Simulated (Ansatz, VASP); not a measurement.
## Ga: VASP beside Ansatz

```
Ga
1.0
     2.31357   -3.87042    0.00000
     2.31357    3.87042    0.00000
     0.00000    0.00000    4.53900
Ga
4
Direct
  0.84383 0.15617 0.08233
  0.65617 0.34383 0.58233
  0.15617 0.84383 0.91767
  0.34383 0.65617 0.41767
```

Alike in both runs: task single point; functional RPBE; k mesh 10 × 10 × 9; occupations fermi-dirac, width 0.1 eV; no spin polarisation.

|  | VASP | Ansatz |
| --- | --- | --- |
| version | VASP 6.6.1 | Ansatz 0.2.0 |
| potentials or method | VASP PAW PBE potentials, release 64 (Ga_d), cutoff 520 eV | plane waves (420 eV) with PAW, scalar-relativistic |
| valence electrons in the cell | 52 | 52 |

VASP gave:

* pressure (GPa): 2.0
* traceless stress, the component that is largest in VASP (GPa): -0.32

What did Ansatz give for the same quantities?

Pressure (GPa): 1.9; traceless stress, the component that is largest in VASP (GPa): -0.31.

VASP's potentials were made for PBE, not for RPBE. The functional is the same, so the differences come from potentials, cutoffs and numerics.
